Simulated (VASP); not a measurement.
Runs of VASP 6.6.1 on MgH2. The structure is that of space group Fm-3m (No. 225), or close to it. The cells are those of the table. 

```csv
task,cell,cutoff (eV),gap on the mesh (eV),pressure (GPa)
relaxation of cell and atoms,"relaxed to -2 GPa from a = 3.367 Å, angles 60.0°, 3 atoms",600,none,-1.7
relaxation of cell and atoms,"relaxed from a = 3.367 Å, angles 60.0°, 3 atoms",600,none,-0.1
single point,"a = 3.310 Å, angles 60.0°, 3 atoms",520,none,(a)
relaxation of cell and atoms,"relaxed to 5 GPa from a = 3.367 Å, angles 60.0°, 3 atoms",600,none,4.7
single point,"a = 3.382 Å, angles 60.0°, 3 atoms",520,none,-2.6
single point,"a = 3.266 Å, angles 60.0°, 3 atoms",520,none,4.3
single point,"a = 3.205 Å, angles 60.0°, 3 atoms",520,none,(b)
single point,"a = 3.344 Å, angles 60.0°, 3 atoms",520,none,-0.6
relaxation of cell and atoms,"relaxed to 10 GPa from a = 3.367 Å, angles 60.0°, 3 atoms",600,none,10.0
relaxation of cell and atoms,"relaxed to 2 GPa from a = 3.367 Å, angles 60.0°, 3 atoms",600,none,1.8
```

Alike in all rows: level r2SCAN; potentials or basis VASP PAW PBE potentials, release 64 (Mg, H); no spin polarisation; k mesh 6 × 6 × 6; smearing fermi-dirac 0.1 eV.

Problem. Fill in the values left out.

Solution. (a) 1.4; (b) 9.3.

Caveats: all runs use coarse meshes; the PAW data sets were made with another functional, which shifts forces and pressure a little; the cell is relaxed towards a set pressure, so the enthalpy falls and the energy may rise (some runs); the relaxation stopped at its first step, so nothing moved (some runs).

A gap of «none» marks levels without a gap at the run's occupations.
